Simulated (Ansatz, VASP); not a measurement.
## One calculation of NbC, two programs

```
CELL_PARAMETERS angstrom
0.00000 2.24265 2.24265
2.24265 0.00000 2.24265
2.24265 2.24265 0.00000
ATOMIC_POSITIONS crystal
Nb 0.00000 0.00000 0.00000
C 0.50000 0.50000 0.50000
```

Alike in both runs: functional PBE; k mesh 9 × 9 × 9; no spin polarisation.

Ansatz relaxed the structure, and its values are those at the end. VASP's run is a single point on that final structure, the one shown.

|  | VASP | Ansatz |
| --- | --- | --- |
| version | VASP 6.6.1 | Ansatz 0.2.0 |
| potentials or method | VASP PAW PBE potentials, release 64 (Nb_sv, C), cutoff 600 eV | plane waves, PAW |
| occupations | methfessel-paxton of order 1, width 0.1 eV | methfessel-paxton of order 1 |
| valence electrons in the cell | 17 | 17 |

VASP gave:

- gap on the k mesh at the Fermi level (eV): none
- pressure (GPa): -0.7

Question: Estimate Ansatz's values.

Answer: gap on the k mesh at the Fermi level (eV): none; pressure (GPa): 0.0.

A gap of «none» marks a metal or a gap that the smearing closes.
